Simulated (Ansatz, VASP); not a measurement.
## One calculation of Te2Mo, two programs

```
CELL_PARAMETERS angstrom
3.40100 0.00000 0.00000
-1.70050 2.94535 0.00000
0.00000 0.00000 16.73523
ATOMIC_POSITIONS crystal
Te 0.33333 0.66667 0.88943
Te 0.33333 0.66667 0.11057
Mo 0.00000 0.00000 0.00000
```

Change from the starting cell: equal strain along all axes, cell held, atoms relaxed: -4.5 %.

Alike in both runs: functional r2SCAN; k mesh 12 × 12 × 2; occupations gaussian, width 0.02 eV; no spin polarisation.

Ansatz relaxed the structure, and its values are those at the end. VASP's run is a single point on that final structure, the one shown.

|  | VASP | Ansatz |
| --- | --- | --- |
| version | VASP 6.6.1 | Ansatz 0.2.0 |
| potentials or method | VASP PAW PBE potentials, release 64 (Te, Mo_sv), cutoff 520 eV | scalar-relativistic, plane waves, PAW |
| valence electrons in the cell | 26 | 46 |

|  | VASP | Ansatz | Ansatz less VASP |
| --- | --- | --- | --- |
| gap on the k mesh at the Fermi level (eV) | 1.29 | 1.28 | -0.005 |
| least direct gap on the mesh (eV) | 1.56 | 1.56 | -0.004 |
| rms of the force components (eV/Å) | 0.013 | 0.001 | -0.0121 |

VASP's potentials were made for PBE, not for r2SCAN. VASP's potentials hold 26 valence electrons a cell and Ansatz's 46, so a difference there can come from the potentials and not from the codes. Ansatz's warnings: stress scf threshold loose.

Spin-orbit coupling is off throughout.
